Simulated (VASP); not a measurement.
A run of VASP 6.6.1:

INCAR

```
SYSTEM = Al2Cu
PREC = Accurate
ENCUT = 520
EDIFF = 1E-6
ISMEAR = -1
SIGMA = 0.05
LREAL = .FALSE.
LASPH = .TRUE.
NELM = 100
ALGO = Normal
ISIF = 2
LWAVE = .FALSE.
LCHARG = .TRUE.
GGA = PE
LELF = .TRUE.
LVHAR = .TRUE.
NBANDS = 16
```

File KPOINTS:

```
Automatic mesh
0
G
  9 9 9
  0 0 0
```

POSCAR

```
Al2Cu
1.0
   -1.9888904110      1.9888904110      2.7928920770
    1.9888904110     -1.9888904110      2.7928920770
    1.9888904110      1.9888904110     -2.7928920770
Cu Al
1 2
Direct
    0.5000000000      0.5000000000      0.0000000000
    0.2500000000      0.7500000000      0.5000000000
    0.7500000000      0.2500000000      0.5000000000
```

Potentials or basis: VASP PAW PBE potentials, release 64 (Cu, Al).

Command:

```sh
$ cat potpaw_PBE.64/Cu/POTCAR potpaw_PBE.64/Al/POTCAR > POTCAR
$ mpirun -np 1 vasp_std > vasp.out
```

Hardware: 1 thread of Intel(R) Xeon(R) 6975P-C (Granite Rapids), on a shared host.

Question: Estimate the wall time of this run.

Answer: It took 32 s on 1 thread of Intel(R) Xeon(R) 6975P-C (Granite Rapids), with other jobs on the host, peak memory 0.2 GiB. Counts: scf iterations 15, k points 75.
